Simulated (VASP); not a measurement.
**Hg: single point with LDA**

Hg:

```
CELL_PARAMETERS angstrom
1.74632 1.00824 2.14788
-1.74632 1.00824 2.14788
0.00000 -2.01648 2.14788
ATOMIC_POSITIONS crystal
Hg 0.00000 0.00000 0.00000
```

```
Program             : VASP 6.6.1
Task                : single point
Functional          : LDA
Potentials or basis : VASP PAW LDA potentials, release 64 (Hg)
Cutoff              : 520 eV
k mesh              : 4 × 4 × 4
Occupations         : fermi-dirac, width 0.1 eV
Spin                : no spin polarisation
```

```json
{
  "Pressure": "2.4 GPa",
  "Band gap on the k mesh": "zero (band 6 reaches 3.02 eV, above the bottom of band 7 at 0.71 eV)"
}
```

Stress tensor (GPa, compression positive):
```
-2.21  0.00  0.00
 0.00 -2.21  0.00
 0.00  0.00 11.52
```

Levels at points of the mesh, in eV from the Fermi level:
| k point | band 3 | band 4 | band 5 | band 6 | band 7 | band 8 | band 9 | band 10 |
| --- | --- | --- | --- | --- | --- | --- | --- | --- |
| (0.00, 0.00, 0.00) | -7.91 | -6.21 | -6.12 | -6.12 | 12.11 | 12.52 | 12.52 | 17.16 |
| (0.50, 0.00, 0.00) | -6.34 | -6.25 | -5.90 | -2.16 | -2.09 | 12.68 | 12.97 | 17.92 |
| (0.50, 0.50, 0.00) | -6.16 | -5.97 | -5.25 | -0.10 | 1.11 | 4.37 | 10.01 | 10.95 |
| (0.50, 0.50, 0.50) | -7.42 | -5.33 | -5.33 | 0.22 | 2.19 | 9.00 | 9.00 | 10.80 |

It took 4.2 s on 1 thread of Intel(R) Xeon(R) Platinum 8259CL CPU @ 2.50GHz (Skylake/Cascade Lake), on a shared host, peak memory 0.12 GiB.

Caveat: the k points lie up to 0.57 Å⁻¹ apart; spin-orbit coupling is left out, which moves the levels of the heavy elements.
